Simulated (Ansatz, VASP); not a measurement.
**AlNi in VASP and in Ansatz**

```
Al Ni
1.0
     0.00000   -2.89272    0.00000
     0.00000    0.00000   -2.89272
     8.97817   -0.72318   -0.72318
Al Ni
3 3
Direct
  0.81877 0.81877 0.72494
  0.97986 0.97986 0.08055
  0.89931 0.89931 0.40274
  0.27849 0.27849 0.88604
  0.43959 0.43959 0.24165
  0.35904 0.35904 0.56384
```

Alike in both runs: task single point; functional PBE; k mesh 15 × 15 × 5; occupations gaussian, width 0.15 eV; no spin polarisation.

|  | VASP | Ansatz |
| --- | --- | --- |
| version | VASP 6.6.1 | Ansatz 0.2.0 |
| potentials or method | VASP PAW PBE potentials, release 64 (Al, Ni), cutoff 520 eV | scalar-relativistic, plane waves, PAW |
| valence electrons in the cell | 39 | 63 |

```tsv
	VASP	Ansatz	Ansatz less VASP
gap on the k mesh at the Fermi level (eV)	none	none	-
pressure (GPa)	2.5	2.6	+0.05
traceless stress, the component that is largest in VASP (GPa)	7.58	7.56	-0.014
rms of the force components (eV/Å)	1.194	1.190	-0.0039
```

Atom by atom the forces differ by 0.005 eV/Å (rms over components). A gap of «none» marks a metal or a gap that the smearing closes. VASP's potentials hold 39 valence electrons a cell and Ansatz's 63, so a difference there can come from the potentials and not from the codes.
